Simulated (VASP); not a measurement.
Input of a VASP 6.6.1 run:

Contents of INCAR:

```
SYSTEM = Mg
ALGO = Normal
EDIFF = 1E-6
ENCUT = 520
GGA = PS
ISIF = 2
ISMEAR = 0
IVDW = 12
LASPH = .True.
LCHARG = .False.
LREAL = .False.
LWAVE = .False.
NBANDS = 12
NELM = 80
PREC = Accurate
SIGMA = 0.1
```

File KPOINTS:

```
k-points
0
Gamma
  8 8 2
  0 0 0
```

Contents of POSCAR:

```
Mg
1.0
    3.1499460000      0.0000000000      0.0000000000
   -1.5749730000      2.7279330000      0.0000000000
    0.0000000000      0.0000000000     15.2298970000
Mg
4
Direct
    0.3333333333      0.6666666667      0.9159790000
    0.6666666667      0.3333333333      0.7461220000
    0.3333333333      0.6666666667      0.2538780000
    0.6666666667      0.3333333333      0.0840210000
```

Potentials or basis: VASP PAW PBE potentials, release 64 (Mg).

Run with:

```console
$ cat potpaw_PBE.64/Mg/POTCAR > POTCAR
$ mpirun -np 1 vasp_std > vasp.out
```

Question: Predict the dispersion energy per atom.

Answer: -0.207 eV.

Question: Predict the band gap on the k mesh.

Answer: Zero (bands 4 and 5 overlap by 1.72 eV).

Forces on the atoms (eV/Å):
```
Mg   0.000  0.000  0.051
Mg   0.000  0.000  0.051
Mg   0.000  0.000 -0.051
Mg   0.000  0.000 -0.051
```

Caveat: the PAW data sets were made with another functional, which shifts forces and pressure a little.
